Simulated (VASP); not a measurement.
# F (C2/m) in VASP: further runs

Runs on F. Level: PBEsol. Tasks: single point.

Everything below comes from runs of VASP 6.6.1. Logs are shortened: lines on timing, memory, paths and dates and some standing lists are left out, and cuts for length are marked.

**1. The cell of the first run**

It takes space group C2/m (No. 12, monoclinic). The conventional cell has a = 6.664 Å, b = 3.525 Å, c = 7.518 Å, α = 90.00°, β = 114.17°, γ = 90.00°. F (site symmetry m) has 1 F at 1.40 Å within 1.9 Å. Within 1.9 Å of F (site symmetry m) lie 1 F at 1.40 Å.

**2. Single point, PBEsol (20.14 Å³/atom)**

INCAR reads:

```
PREC = Accurate ; ENCUT = 910
EDIFF = 1E-6 ; ISMEAR = 0
SIGMA = 0.05 ; LREAL = F
LASPH = T ; NELM = 120
ALGO = Normal ; ISIF = 2
LWAVE = F ; LCHARG = F
GGA = PS ; NBANDS = 22
GGA_COMPAT = F
```

KPOINTS reads:

```
regular mesh
0
Gamma
  4 4 2
```

POSCAR reads:

```
F
1.0
    3.3222626172     -1.7622687485     -0.2562415537
    3.3222626172      1.7622687485     -0.2562415537
   -2.5421318239      0.0000000000      7.0756491283
F
4
Direct
    0.0848459664      0.0848459664      0.0940038325
    0.9151540336      0.9151540336      0.9059961675
    0.5015719855      0.5015719855      0.5937195244
    0.4984280145      0.4984280145      0.4062804756
```

Potentials or basis: VASP PAW PBE potentials, release 64 (F_h).

Run with:

```
cat potpaw_PBE.64/F_h/POTCAR > POTCAR
mpirun -np 1 vasp_std > vasp.out
```

OUTCAR:

```text
PREC = Accurate
   ENCUT = 910
   EDIFF = 1E-6
   ISMEAR = 0
   LREAL = F
   LASPH = T
   NELM = 120
   ISIF = 2
   GGA = PS

 ion  position               nearest neighbor table
   1  0.085  0.085  0.094-   2 1.40
   2  0.915  0.915  0.906-   1 1.40
   3  0.502  0.502  0.594-   4 1.40
   4  0.498  0.498  0.406-   3 1.40

  LATTYP: Found a base centered monoclinic cell.
 ALAT       =     6.6642594882
 B/A-ratio  =     0.5288715878
 C/A-ratio  =     1.1281763984
 COS(beta)  =    -0.4094885125

  Lattice vectors:

 A1 = (   3.3222626172,  -1.7622687485,  -0.2562415537)
 A2 = (   3.3222626172,   1.7622687485,  -0.2562415537)
 A3 = (  -2.5421318239,   0.0000000000,   7.0756491283)

Analysis of symmetry for initial positions (statically):
=====================================================================
 Subroutine PRICEL returns:
 Original cell was already a primitive cell.

 Routine SETGRP: Setting up the symmetry group for a
 base centered monoclinic supercell.

 Subroutine GETGRP returns: Found  4 space group operations
 (whereof  4 operations were pure point group operations)
 out of a pool of  4 trial point group operations.

The static configuration has the point symmetry C_2h.

Analysis of symmetry for dynamics (positions and initial velocities):
=====================================================================
 Subroutine PRICEL returns:
 Original cell was already a primitive cell.

 Routine SETGRP: Setting up the symmetry group for a
 base centered monoclinic supercell.

 Subroutine GETGRP returns: Found  4 space group operations
 (whereof  4 operations were pure point group operations)
 out of a pool of  4 trial point group operations.

The dynamic configuration has the point symmetry C_2h.

 Subroutine INISYM returns: Found  4 space group operations
 (whereof  4 operations are pure point group operations),
 and found     1 'primitive' translations

----------------------------------------------------------------------------------------

                                     Primitive cell

  volume of cell :      80.5560

  direct lattice vectors                    reciprocal lattice vectors
     3.322262617 -1.762268748 -0.256241554     0.154789157 -0.283725170  0.055612487
     3.322262617  1.762268748 -0.256241554     0.154789157  0.283725170  0.055612487
    -2.542131824  0.000000000  7.075649128     0.011211244  0.000000000  0.145357753

  length of vectors
     3.769440247  3.769440247  7.518460268     0.327951832  0.327951832  0.145789466

  position of ions in fractional coordinates (direct lattice)
     0.084845966  0.084845966  0.094003833
     0.915154034  0.915154034  0.905996167
     0.501571985  0.501571985  0.593719524
     0.498428014  0.498428014  0.406280476

  ion indices of the primitive-cell ions
   primitive index   ion index
                 1           1
                 2           2
                 3           3
                 4           4

----------------------------------------------------------------------------------------

 KPOINTS: regular mesh

Automatic generation of k-mesh.
 Grid dimensions read from file:
 generate k-points for:    4    4    2

 Generating k-lattice:

  Cartesian coordinates                     Fractional coordinates (reciprocal lattice)
     0.038697289 -0.070931292  0.013903122     0.250000000 -0.000000000  0.000000000
     0.038697289  0.070931292  0.013903122    -0.000000000  0.250000000  0.000000000
     0.005605622  0.000000000  0.072678877     0.000000000  0.000000000  0.500000000

  Length of vectors
     0.081987958  0.081987958  0.072894733

  Shift w.r.t. Gamma in fractional coordinates (k-lattice)
     0.000000000  0.000000000  0.000000000

 Subroutine IBZKPT returns following result:
 ===========================================

 Found     14 irreducible k-points:

 Following reciprocal coordinates:
            Coordinates               Weight
  0.000000  0.000000  0.000000      1.000000
  0.250000  0.000000  0.000000      4.000000
  0.500000  0.000000  0.000000      2.000000
  0.250000  0.250000  0.000000      2.000000
  0.500000  0.250000 -0.000000      4.000000
 -0.250000  0.250000  0.000000      2.000000
  0.500000  0.500000  0.000000      1.000000
  0.000000  0.000000  0.500000      1.000000
  0.250000  0.000000  0.500000      4.000000
  0.500000  0.000000  0.500000      2.000000
  0.250000  0.250000  0.500000      2.000000
  0.500000  0.250000  0.500000      4.000000
 -0.250000  0.250000  0.500000      2.000000
  0.500000  0.500000  0.500000      1.000000
   k-points           NKPTS =     14   k-points in BZ     NKDIM =     14   number of bands    NBANDS=     22
   number of dos      NEDOS =    301   number of ions     NIONS =      4
   total plane-waves  NPLWV = 128000
   dimension x,y,z NGX =    40 NGY =   40 NGZ =   80
   dimension x,y,z NGXF=    80 NGYF=   80 NGZF=  160
   ions per type =               4
   NGX,Y,Z   is equivalent  to a cutoff of  17.64, 17.64, 17.69 a.u.
   NGXF,Y,Z  is equivalent  to a cutoff of  35.28, 35.28, 35.38 a.u.
 SYSTEM =  unknown system
   PREC   = accura    normal or accurate (medium, high low for compatibility)
   ISTART =      0    job   : 0-new  1-cont  2-samecut
   ICHARG =      2    charge: 1-file 2-atom 10-const
   ISPIN  =      1    spin polarized calculation?
   LNONCOLLINEAR =      F non collinear calculations
   LSORBIT =      F    spin-orbit coupling
   LASPH  =      T    aspherical Exc in radial PAW
   ENCUT  =  910.0 eV  66.88 Ry    8.18 a.u.   9.27  9.27 18.49*2*pi/ulx,y,z
   NELM   =    120;   NELMIN=  2; NELMDL= -5     # of ELM steps
   EDIFF  = 0.1E-05   stopping-criterion for ELM
   LREAL  =      F    real-space projection
   EDIFFG = 0.1E-04   stopping-criterion for IOM
   NSW    =      0    number of steps for IOM
   IBRION =     -1    ionic relax: 0-MD 1-quasi-New 2-CG
   NFREE  =      0    steps in history (QN), initial steepest desc. (CG)
   ISIF   =      2    stress and relaxation
   ISYM   =      2    0-nonsym 1-usesym 2-fastsym
   POTIM  = 0.5000    time-step for ionic-motion
   TEBEG  =    0.0;   TEEND  =   0.0 temperature during run
   PSTRESS=    0.0 pullay stress
   NELECT =      28.0000    total number of electrons
   NUPDOWN=      -1.0000    fix difference up-down
   EMIN   =  10.00;   EMAX   =-10.00  energy-range for DOS
   EFERMI =   0.00;   METHOD = LEGACY
   ISMEAR =     0;   SIGMA  =   0.05  broadening in eV -4-tet -1-fermi 0-gaus
   EFERMI_NEDOS =   21; number of points for ismear=-14 and -15
   IALGO  =     38    algorithm
   IMIX   =      4    mixing-type and parameters
     AMIX     =   0.40;   BMIX     =  1.00
     AMIX_MAG =   1.60;   BMIX_MAG =  1.00
  volume/ion in A,a.u.               =      20.14       135.90
  Fermi-wavevector in a.u.,A,eV,Ry     =   1.151052  2.175173 18.026635  1.324920
  Thomas-Fermi vector in A             =   2.287712
   LORBIT       =      0    0 simple, 1 ext, 2 COOP (PROOUT), +10 PAW based schemes
   GGA     = PS    functional components
   LHFCALC =     F    Hartree Fock is set to
   AEXX    =    0.0000 exact exchange contribution
   IVDW    =     0    specifies the selected vdW correction
   LEPSILON=     F    determine dielectric tensor
   LRPA    =     F    only Hartree local field effects (RPA)
 non-spin polarized calculation
 Gauss-broadening in eV      SIGMA  =   0.05
  energy-cutoff  :      910.00
  volume of cell :       80.56
 maximum number of plane-waves:      5050
 NGX is ok and might be reduce to    40
   NGX = 19   NGY = 19   NGZ = 37

 number of electron      27.9999998 magnetization

 Free energy of the ion-electron system (eV)
  ---------------------------------------------------
  ext. energy  EPLUGINS =         0.00000000
  ---------------------------------------------------
  free energy    TOTEN  =        -7.96622437 eV

  energy without entropy =       -7.96622437  energy(sigma->0) =       -7.96622437

 E-fermi :  -5.2495     XC(G=0):  -6.5555

 val. band max:       -5.4981556236   @ k =   0.5000   0.5000   0.0000
 cond. band min:      -2.3591708087   @ k =   0.0000   0.0000   0.0000
 fundamental gap:      3.1389848149
 Fermi energy:        -5.2494965335

 k-point     1 :       0.0000    0.0000    0.0000
  band No.  band energies     occupation
      1     -30.5328      2.00000
      2     -30.4019      2.00000
      3     -23.9838      2.00000
      4     -23.7631      2.00000
      5     -12.1327      2.00000
      6     -11.6426      2.00000
[... 14 lines left out ...]
     21      13.3609      0.00000
     22      14.1012      0.00000

 k-point     2 :       0.2500    0.0000    0.0000
  band No.  band energies     occupation
      1     -30.5146      2.00000
      2     -30.3930      2.00000
      3     -23.9468      2.00000
      4     -23.7842      2.00000
      5     -12.0576      2.00000
      6     -11.7061      2.00000
[... 14 lines left out ...]
     21      11.4057      0.00000
     22      13.0902      0.00000

 k-point     3 :       0.5000    0.0000    0.0000
  band No.  band energies     occupation
      1     -30.4962      2.00000
      2     -30.3842      2.00000
      3     -23.8920      2.00000
      4     -23.8233      2.00000
      5     -11.9124      2.00000
      6     -11.8384      2.00000
[... 14 lines left out ...]
     21      10.2613      0.00000
     22      10.5918      0.00000
[... 226 lines left out ...]
 k-point    13 :      -0.2500    0.2500    0.5000
  band No.  band energies     occupation
      1     -30.4962      2.00000
      2     -30.3842      2.00000
      3     -23.8920      2.00000
      4     -23.8233      2.00000
      5     -11.9083      2.00000
      6     -11.8371      2.00000
[... 14 lines left out ...]
     21      10.6404      0.00000
     22      10.7105      0.00000

 k-point    14 :       0.5000    0.5000    0.5000
  band No.  band energies     occupation
      1     -30.5019      2.00000
      2     -30.3901      2.00000
      3     -23.9094      2.00000
      4     -23.8408      2.00000
      5     -11.9386      2.00000
      6     -11.8668      2.00000
[... 14 lines left out ...]
     21       9.0939      0.00000
     22       9.1957      0.00000

------------------------ aborting loop because EDIFF is reached ----------------------------------------

  FORCE on cell =-STRESS in cart. coord.  units (eV):
  Direction    XX          YY          ZZ          XY          YZ          ZX
  --------------------------------------------------------------------------------------
  -------------------------------------------------------------------------------------
  Total       -0.4725372     -0.4546281     -0.3674704      0.0000000      0.0000000      0.0043074
  in kB       -9.3982870     -9.0420923     -7.3086145      0.0000000      0.0000000      0.0856694
  external PRESSURE =      -8.5829979 kB  Pullay stress =       0.0000000 kB

 VOLUME and BASIS-vectors are now :
 -----------------------------------------------------------------------------
  energy-cutoff  :      910.00
  volume of cell :       80.56
      direct lattice vectors                 reciprocal lattice vectors
     3.322262617 -1.762268748 -0.256241554     0.154789157 -0.283725170  0.055612487
     3.322262617  1.762268748 -0.256241554     0.154789157  0.283725170  0.055612487
    -2.542131824  0.000000000  7.075649128     0.011211244  0.000000000  0.145357753

 POSITION                                       TOTAL-FORCE (eV/Angst)
 -----------------------------------------------------------------------------------
      0.32479      0.00000      0.62166         0.000419      0.000000     -0.012713
      3.77760      0.00000      5.94151        -0.000419      0.000000      0.012713
      1.82339      0.00000      3.94390         0.010242      0.000000     -0.007970
      2.27900      0.00000      2.61926        -0.010242      0.000000      0.007970
 -----------------------------------------------------------------------------------
    total drift:                                0.000000      0.000000     -0.000000

  FREE ENERGIE OF THE ION-ELECTRON SYSTEM (eV)
  ---------------------------------------------------
  free  energy   TOTEN  =        -7.9662243748 eV

  energy  without entropy=       -7.9662243748  energy(sigma->0) =       -7.96622437
```

It took 44 s on 1 thread of AMD EPYC 9R45 (Zen 5), shared host; peak memory 0.3 GiB.

What came out:

* Free energy: -7.9662 eV
* Pressure: -0.9 GPa
* Largest force: 0.013 eV/Å
* Band gap on the k mesh: 3.14 eV (least direct gap 3.23 eV)

Forces in eV/Å, atoms in the order of the input:
```
F    0.000  0.000 -0.013
F    0.000  0.000  0.013
F    0.010  0.000 -0.008
F   -0.010  0.000  0.008
```

Levels at points of the mesh, in eV from the valence-band top:
```csv
k point,band 10,band 11,band 12,band 13,band 14,band 15,band 16,band 17,band 18,band 19
"(0.00, 0.00, 0.00)",-3.51,-0.36,-0.16,-0.13,-0.09,3.14,3.79,8.51,11.05,12.00
"(0.50, 0.00, 0.00)",-3.64,-0.35,-0.29,-0.28,-0.18,3.50,3.56,12.35,12.47,14.00
"(0.50, 0.50, 0.00)",-3.53,-0.30,-0.24,-0.17,0.00,3.46,3.53,12.42,12.48,12.73
"(0.00, 0.00, 0.50)",-3.51,-0.30,-0.20,-0.15,-0.09,3.41,3.47,9.38,9.39,14.73
"(0.50, 0.00, 0.50)",-3.59,-0.46,-0.33,-0.20,-0.07,3.36,3.68,12.27,13.02,13.29
"(0.50, 0.50, 0.50)",-3.58,-0.32,-0.23,-0.15,-0.09,3.48,3.54,11.93,12.04,14.12
```

Caveat: the k points lie up to 0.52 Å⁻¹ apart; the cutoff is under 1.25 times the usual one of these potentials, so pressure, stress and relaxed cells hold a basis-set (Pulay) error; this functional lacks dispersion, which holds the molecules together, so the pressure and a relaxed volume are unreliable; the PAW data sets were made with another functional, which shifts forces and pressure a little. A k mesh can miss the band edges.

**3. Single point, PBEsol (20.14 Å³/atom)**

INCAR reads:

```
SYSTEM = F
PREC = Accurate
ENCUT = 910
EDIFF = 1E-6
ISMEAR = 0
SIGMA = 0.05
LREAL = .FALSE.
LASPH = .TRUE.
NELM = 120
ALGO = Normal
ISIF = 2
LWAVE = .FALSE.
LCHARG = .FALSE.
GGA = PS
NBANDS = 22
GGA_COMPAT = .FALSE.
```

KPOINTS reads:

```
regular mesh
0
G
  4 4 2
  0 0 0
```

POSCAR reads:

```
F
1.0
    3.1832260196     -1.8003435261     -0.2455178518
    3.1832260196      1.8003435261     -0.2455178518
   -2.4022725076      0.0000000000      7.2134990064
F
4
Direct
    0.0848459664      0.0848459664      0.0940038325
    0.9151540336      0.9151540336      0.9059961675
    0.5015719855      0.5015719855      0.5937195244
    0.4984280145      0.4984280145      0.4062804756
```

Potentials or basis: VASP PAW PBE potentials, release 64 (F_h).

Run with:

```
cat potpaw_PBE.64/F_h/POTCAR > POTCAR
mpirun -np 1 vasp_std > vasp.out
```

Run time: 63 s. Hardware: 1 thread of AMD EPYC 7R43 (Zen 3), shared host; peak memory 0.27 GiB.

Results (log left out):

```
Free energy            : -7.9562 eV
Pressure               : -2.0 GPa
Largest force          : 0.594 eV/Å
Band gap on the k mesh : 2.92 eV (least direct gap 2.99 eV)
```

Forces in eV/Å, atoms in the order of the input:
```
F   -0.259  0.000 -0.525
F    0.259  0.000  0.525
F    0.185  0.000 -0.564
F   -0.185  0.000  0.564
```

Stress tensor (GPa, compression positive):
```
-1.42  0.00 -0.18
 0.00 -0.94  0.00
-0.18  0.00 -3.62
```

Levels at points of the mesh, in eV from the valence-band top:
```csv
k point,band 12,band 13,band 14,band 15,band 16,band 17
"(0.00, 0.00, 0.00)",-0.16,-0.11,-0.08,2.92,3.60,8.59
"(0.50, 0.00, 0.00)",-0.27,-0.26,-0.16,3.28,3.36,12.39
"(0.50, 0.50, 0.00)",-0.25,-0.17,0.00,3.24,3.36,12.70
"(0.00, 0.00, 0.50)",-0.16,-0.16,-0.08,3.20,3.28,9.42
"(0.50, 0.00, 0.50)",-0.31,-0.18,-0.06,3.14,3.49,12.30
"(0.50, 0.50, 0.50)",-0.22,-0.16,-0.09,3.28,3.36,12.26
```

Caveat: the k points lie up to 0.51 Å⁻¹ apart; the cutoff is under 1.25 times the usual one of these potentials, so pressure, stress and relaxed cells hold a basis-set (Pulay) error; this functional lacks dispersion, which holds the molecules together, so the pressure and a relaxed volume are unreliable; the PAW data sets were made with another functional, which shifts forces and pressure a little.

[end of part 1 of 2]
